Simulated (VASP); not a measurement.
Runs of VASP 6.6.1 on Be3Bi2. The structure is that of space group P-6m2 (No. 187), or close to it. The cells are those of the table. 

```tsv
task	cell	k mesh	cutoff (eV)	gap on the mesh (eV)	pressure (GPa)	largest force (eV/Å)
single point	a = 4.532, b = 4.532, c = 5.363 Å, angles 90.0, 90.0, 120.0°, 5 atoms	6 × 6 × 4	520	none	0.0	(a)
single point	a = 4.203, b = 4.203, c = 5.161 Å, angles 90.0, 90.0, 120.0°, 5 atoms	6 × 6 × 4	520	none	16.9	0.28
relaxation of cell and atoms	relaxed from a = 4.203, b = 4.203, c = 5.161 Å, angles 90.0, 90.0, 120.0°, 5 atoms	6 × 6 × 4	600	none	0.2	0.04
single point	a = 4.698, b = 4.698, c = 4.985 Å, angles 90.0, 90.0, 120.0°, 5 atoms	12 × 12 × 8	520	none	0.0	-
```

Alike in all rows: level PBE; potentials or basis VASP PAW PBE potentials, release 64 (Be, Bi_d); no spin polarisation; smearing gaussian 0.1 eV.

Fill in the values left out.

(a) 0.03.

Caveats: spin-orbit coupling is left out, which moves the levels of the heavy elements.

A k mesh can miss the band edges, and the runs leave out spin-orbit coupling on Bi.

A gap of «none» marks levels without a gap at the run's occupations.
